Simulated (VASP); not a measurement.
Here is a VASP 6.6.1 calculation.

INCAR

```
PREC = Accurate ; ENCUT = 520
EDIFF = 1E-7 ; ISMEAR = 0
SIGMA = 0.1 ; LREAL = False
LASPH = True ; NELM = 60
ALGO = Normal ; ISIF = 2
LWAVE = False ; LCHARG = False
GGA = PE ; NBANDS = 9
```

The input KPOINTS:

```
regular mesh
0
Gamma
  24 24 12
```

The input POSCAR:

```
Be
1.0
    2.2885625045      0.0000000000      0.0000000000
   -1.1442812522      1.9819532670      0.0000000000
    0.0000000000      0.0000000000      3.5926592817
Be
2
Direct
    0.3333333333      0.6666666667      0.2500000000
    0.6666666667      0.3333333333      0.7500000000
```

Potentials or basis: VASP PAW PBE potentials, release 64 (Be).

The run is started by

```console
$ cat potpaw_PBE.64/Be/POTCAR > POTCAR
$ mpirun -np 1 vasp_std > vasp.out
```

What does it give for the pressure?

-3.3 GPa.

Predict the band gap on the k mesh.

zero (bands 2 and 3 overlap by 2.06 eV).

Caveat: the cell stands under tension.
